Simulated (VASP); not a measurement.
# BaTiO3 (P4mm) in VASP: single point with PBE

Aim: the single point of BaTiO3 with PBE.

All numbers are computed with VASP 6.6.1; they aren't measurements. Logs are shortened: lines on timing, memory, paths and dates and some standing lists are left out, and cuts for length are marked.

### 1 The cell of the first run

Symmetry: P4mm, No. 99, tetragonal system. Conventional cell: a = 4.000 Å, b = 4.000 Å, c = 4.018 Å, α = 90.00°, β = 90.00°, γ = 90.00°. Within 3.7 Å of Ba (site symmetry 4mm) lie 12 O at 2.79 to 2.88 Å and 8 Ti at 3.45 to 3.49 Å. Ti (site symmetry 4mm) has 6 O at 1.89 to 2.13 Å within 2.5 Å. Within 2.5 Å of O (site symmetry 4mm) lie 2 Ti at 1.89 to 2.13 Å. Within 2.9 Å of O (site symmetry 2mm) lie 2 Ti at 2.00 Å and 4 Ba at 2.79 to 2.88 Å and 8 O at 2.83 to 2.84 Å.

### 2 Single point, PBE, collinear spin

Contents of INCAR:

```
PREC = Accurate ; ENCUT = 1340
EDIFF = 1E-6 ; ISMEAR = -1
SIGMA = 0.02 ; LREAL = F
LASPH = T ; NELM = 200
ALGO = Normal ; ISIF = 2
LWAVE = F ; LCHARG = F
ISPIN = 2 ; MAGMOM = 0 1 0 0 0
LORBIT = 11 ; LMAXMIX = 4
GGA = PE ; NBANDS = 32
GGA_COMPAT = F
```

Contents of KPOINTS:

```
Automatic mesh
0
Gamma
  5 5 5
```

Contents of POSCAR:

```
BaTiO3
1.0
    3.9998000000      0.0000000000      0.0000000000
    0.0000000000      3.9998000000      0.0000000000
    0.0000000000      0.0000000000      4.0180000000
Ba Ti O
1 1 3
Direct
    0.0000000000      0.0000000000      0.0000000000
    0.5000000000      0.5000000000      0.4900000000
    0.5000000000      0.5000000000      0.0190000000
    0.5000000000      0.0000000000      0.5170000000
    0.0000000000      0.5000000000      0.5170000000
```

Potentials or basis: VASP PAW PBE potentials, release 64 (Ba_sv, Ti_sv, O_h).

The run is started by

```sh
> cat potpaw_PBE.64/Ba_sv/POTCAR potpaw_PBE.64/Ti_sv/POTCAR potpaw_PBE.64/O_h/POTCAR > POTCAR
> mpirun -np 1 vasp_std > vasp.out
```

OUTCAR:

```text
PREC = Accurate
   ENCUT = 1340
   EDIFF = 1E-6
   ISMEAR = -1
   LREAL = F
   LASPH = T
   NELM = 200
   ISIF = 2
   ISPIN = 2
   LORBIT = 11
   GGA = PE

 ion  position               nearest neighbor table
   1  0.000  0.000  0.000-   4 2.79   5 2.79   5 2.79   4 2.79   3 2.83   3 2.83   3 2.83   3 2.83
                             4 2.88   5 2.88   5 2.88   4 2.88   2 3.45   2 3.45   2 3.45   2 3.45
   2  0.500  0.500  0.490-   3 1.89   4 2.00   5 2.00   4 2.00   5 2.00   3 2.13   1 3.45   1 3.45
                             1 3.45   1 3.45   1 3.49   1 3.49   1 3.49   1 3.49
   3  0.500  0.500  0.019-   2 1.89   2 2.13   1 2.83   1 2.83   1 2.83   1 2.83
   4  0.500  0.000  0.517-   2 2.00   2 2.00   1 2.79   1 2.79   1 2.88   1 2.88
   5  0.000  0.500  0.517-   2 2.00   2 2.00   1 2.79   1 2.79   1 2.88   1 2.88

  LATTYP: Found a simple tetragonal cell.
 ALAT       =     3.9998000000
 C/A-ratio  =     1.0045502275

  Lattice vectors:

 A1 = (   3.9998000000,   0.0000000000,   0.0000000000)
 A2 = (   0.0000000000,   3.9998000000,   0.0000000000)
 A3 = (   0.0000000000,   0.0000000000,   4.0180000000)

Analysis of symmetry for initial positions (statically):
=====================================================================
 Subroutine PRICEL returns:
 Original cell was already a primitive cell.

 Routine SETGRP: Setting up the symmetry group for a
 simple tetragonal supercell.

 Subroutine GETGRP returns: Found  8 space group operations
 (whereof  8 operations were pure point group operations)
 out of a pool of 16 trial point group operations.

The static configuration has the point symmetry C_4v.

Analysis of symmetry for dynamics (positions and initial velocities):
=====================================================================
 Subroutine PRICEL returns:
 Original cell was already a primitive cell.

 Routine SETGRP: Setting up the symmetry group for a
 simple tetragonal supercell.

 Subroutine GETGRP returns: Found  8 space group operations
 (whereof  8 operations were pure point group operations)
 out of a pool of 16 trial point group operations.

The dynamic configuration has the point symmetry C_4v.

Analysis of structural, dynamic, and magnetic symmetry:
=====================================================================
 Subroutine PRICEL returns:
 Original cell was already a primitive cell.

 Routine SETGRP: Setting up the symmetry group for a
 simple tetragonal supercell.

 Subroutine GETGRP returns: Found  8 space group operations
 (whereof  8 operations were pure point group operations)
 out of a pool of 16 trial point group operations.

The overall configuration has the point symmetry C_4v.

 Subroutine INISYM returns: Found  8 space group operations
 (whereof  8 operations are pure point group operations),
 and found     1 'primitive' translations

----------------------------------------------------------------------------------------

                                     Primitive cell

  volume of cell :      64.2816

  direct lattice vectors                    reciprocal lattice vectors
     3.999800000  0.000000000  0.000000000     0.250012501  0.000000000  0.000000000
     0.000000000  3.999800000  0.000000000     0.000000000  0.250012501  0.000000000
     0.000000000  0.000000000  4.018000000     0.000000000  0.000000000  0.248880040

  length of vectors
     3.999800000  3.999800000  4.018000000     0.250012501  0.250012501  0.248880040

  position of ions in fractional coordinates (direct lattice)
     0.000000000  0.000000000  0.000000000
     0.500000000  0.500000000  0.490000000
     0.500000000  0.500000000  0.019000000
     0.500000000  0.000000000  0.517000000
     0.000000000  0.500000000  0.517000000

  ion indices of the primitive-cell ions
   primitive index   ion index
                 1           1
                 2           2
                 3           3
                 4           4
                 5           5

[... 27 lines left out ...]
            Coordinates               Weight
  0.000000  0.000000  0.000000      1.000000
  0.200000  0.000000  0.000000      4.000000
  0.400000  0.000000  0.000000      4.000000
  0.200000  0.200000  0.000000      4.000000
  0.400000  0.200000  0.000000      8.000000
  0.400000  0.400000  0.000000      4.000000
[... 10 lines left out ...]
  0.400000  0.200000  0.400000     16.000000
  0.400000  0.400000  0.400000      8.000000
   k-points           NKPTS =     18   k-points in BZ     NKDIM =     18   number of bands    NBANDS=     32
   number of dos      NEDOS =    301   number of ions     NIONS =      5
   total plane-waves  NPLWV = 110592
   dimension x,y,z NGX =    48 NGY =   48 NGZ =   48
   dimension x,y,z NGXF=    96 NGYF=   96 NGZF=   96
   ions per type =               1   1   3
   NGX,Y,Z   is equivalent  to a cutoff of  19.95, 19.95, 19.86 a.u.
   NGXF,Y,Z  is equivalent  to a cutoff of  39.90, 39.90, 39.72 a.u.
 SYSTEM =  unknown system
   PREC   = accura    normal or accurate (medium, high low for compatibility)
   ISTART =      0    job   : 0-new  1-cont  2-samecut
   ICHARG =      2    charge: 1-file 2-atom 10-const
   ISPIN  =      2    spin polarized calculation?
   LNONCOLLINEAR =      F non collinear calculations
   LSORBIT =      F    spin-orbit coupling
   LASPH  =      T    aspherical Exc in radial PAW
   ENCUT  = 1340.0 eV  98.49 Ry    9.92 a.u.  11.94 11.94 11.99*2*pi/ulx,y,z
   NELM   =    200;   NELMIN=  2; NELMDL= -5     # of ELM steps
   EDIFF  = 0.1E-05   stopping-criterion for ELM
   LREAL  =      F    real-space projection
   EDIFFG = 0.1E-04   stopping-criterion for IOM
   NSW    =      0    number of steps for IOM
   IBRION =     -1    ionic relax: 0-MD 1-quasi-New 2-CG
   NFREE  =      0    steps in history (QN), initial steepest desc. (CG)
   ISIF   =      2    stress and relaxation
   ISYM   =      2    0-nonsym 1-usesym 2-fastsym
   POTIM  = 0.5000    time-step for ionic-motion
   TEBEG  =    0.0;   TEEND  =   0.0 temperature during run
   PSTRESS=    0.0 pullay stress
   NELECT =      40.0000    total number of electrons
   NUPDOWN=      -1.0000    fix difference up-down
   EMIN   =  10.00;   EMAX   =-10.00  energy-range for DOS
   EFERMI =   0.00;   METHOD = LEGACY
   ISMEAR =    -1;   SIGMA  =   0.02  broadening in eV -4-tet -1-fermi 0-gaus
   EFERMI_NEDOS =   21; number of points for ismear=-14 and -15
   IALGO  =     38    algorithm
   IMIX   =      4    mixing-type and parameters
     AMIX     =   0.40;   BMIX     =  1.00
     AMIX_MAG =   1.60;   BMIX_MAG =  1.00
  volume/ion in A,a.u.               =      12.86        86.76
  Fermi-wavevector in a.u.,A,eV,Ry     =   1.397653  2.641181 26.578078  1.953434
  Thomas-Fermi vector in A             =   2.520888
   LORBIT       =     11    0 simple, 1 ext, 2 COOP (PROOUT), +10 PAW based schemes
   GGA     = PE    functional components
   LHFCALC =     F    Hartree Fock is set to
   AEXX    =    0.0000 exact exchange contribution
   IVDW    =     0    specifies the selected vdW correction
   LEPSILON=     F    determine dielectric tensor
   LRPA    =     F    only Hartree local field effects (RPA)
 spin polarized calculation
  energy-cutoff  :     1340.00
  volume of cell :       64.28
 maximum number of plane-waves:      7175
 NGX is ok and might be reduce to    48
   NGX = 23   NGY = 23   NGZ = 23

 number of electron      40.0000000 magnetization       0.0009439

 number of electron      40.0000000 magnetization      -0.0000033

 Free energy of the ion-electron system (eV)
  ---------------------------------------------------
  ext. energy  EPLUGINS =         0.00000000
  ---------------------------------------------------
  free energy    TOTEN  =       -40.00910290 eV

  energy without entropy =      -40.00910290  energy(sigma->0) =      -40.00910290

 E-fermi :   4.6529     XC(G=0): -11.2458

 val. band max:        4.0425222330   @ k =   0.4000   0.4000   0.4000
 cond. band min:       5.9756802947   @ k =   0.0000   0.0000   0.0000
 fundamental gap:      1.9331580617
 Fermi energy:         4.6528699579

 spin component 1

 k-point     1 :       0.0000    0.0000    0.0000
  band No.  band energies     occupation
      1     -52.4002      1.00000
      2     -28.6402      1.00000
      3     -28.6110      1.00000
      4     -28.6110      1.00000
      5     -20.6528      1.00000
      6     -12.7158      1.00000
[... 619 lines left out ...]
     31      16.7503      0.00000
     32      19.1640      0.00000
 Fermi energy:         4.6528699579

 spin component 2

 k-point     1 :       0.0000    0.0000    0.0000
  band No.  band energies     occupation
      1     -52.4003      1.00000
      2     -28.6402      1.00000
      3     -28.6110      1.00000
      4     -28.6110      1.00000
      5     -20.6528      1.00000
      6     -12.7158      1.00000
[... 619 lines left out ...]
     31      16.7503      0.00000
     32      19.1640      0.00000

------------------------ aborting loop because EDIFF is reached ----------------------------------------

  FORCE on cell =-STRESS in cart. coord.  units (eV):
  Direction    XX          YY          ZZ          XY          YZ          ZX
  --------------------------------------------------------------------------------------
  -------------------------------------------------------------------------------------
  Total        1.5162846      1.5162846      1.8639984      0.0000000      0.0000000      0.0000000
  in kB       37.7924294     37.7924294     46.4589768      0.0000000      0.0000000      0.0000000
  external PRESSURE =      40.6812785 kB  Pullay stress =       0.0000000 kB

 VOLUME and BASIS-vectors are now :
 -----------------------------------------------------------------------------
  energy-cutoff  :     1340.00
  volume of cell :       64.28
      direct lattice vectors                 reciprocal lattice vectors
     3.999800000  0.000000000  0.000000000     0.250012501  0.000000000  0.000000000
     0.000000000  3.999800000  0.000000000     0.000000000  0.250012501  0.000000000
     0.000000000  0.000000000  4.018000000     0.000000000  0.000000000  0.248880040

 POSITION                                       TOTAL-FORCE (eV/Angst)
 -----------------------------------------------------------------------------------
      0.00000      0.00000      0.00000        -0.000000      0.000000      0.076965
      1.99990      1.99990      1.96882        -0.000000      0.000000     -0.152628
      1.99990      1.99990      0.07634        -0.000000     -0.000000      0.297760
      1.99990      0.00000      2.07731        -0.000000      0.000000     -0.111048
      0.00000      1.99990      2.07731         0.000000      0.000000     -0.111048
 -----------------------------------------------------------------------------------
    total drift:                                0.000000      0.000000     -0.000086

  FREE ENERGIE OF THE ION-ELECTRON SYSTEM (eV)
  ---------------------------------------------------
  free  energy   TOTEN  =       -40.0091028950 eV

  energy  without entropy=      -40.0091028950  energy(sigma->0) =      -40.00910290

 total charge

# of ion       s       p       d       tot
------------------------------------------
    1        2.008   5.652   0.330   7.990
    2        2.213   6.270   1.720  10.202
    3        1.043   2.328   0.000   3.371
    4        1.041   2.327   0.000   3.368
    5        1.041   2.327   0.000   3.368
--------------------------------------------------
tot          7.346  18.904   2.049  28.299

 magnetization (x)

# of ion       s       p       d       tot
------------------------------------------
    1       -0.000   0.000   0.000  -0.000
    2        0.000  -0.000  -0.000  -0.000
    3        0.000   0.000   0.000   0.000
    4        0.000   0.000   0.000   0.000
    5        0.000   0.000   0.000   0.000
--------------------------------------------------
tot          0.000   0.000  -0.000  -0.000
```

Wall time 4.7 min (1 thread of Intel Xeon Platinum 8259CL at 2.50GHz (Skylake/Cascade Lake), shared host); peak memory 0.56 GiB.

What came out:

| Item | Value |
| --- | --- |
| Free energy | -40.0091 eV |
| Pressure | 4.1 GPa |
| Largest force | 0.298 eV/Å |
| Band gap on the k mesh | 1.93 eV (least direct gap 2.06 eV) |
| Net moment | 0.00 μB per cell |
| Valence electrons inside the program's atomic spheres | Ba 7.99; Ti 10.20; O 3.37 |

Forces in eV/Å, atoms in the order of the input:
```
Ba   0.000  0.000  0.077
Ti   0.000  0.000 -0.153
O    0.000  0.000  0.298
O    0.000  0.000 -0.111
O    0.000  0.000 -0.111
```

Caveat: the cell stands under pressure; spin-orbit coupling is left out, which moves the levels of the heavy elements. A k mesh can miss the band edges.
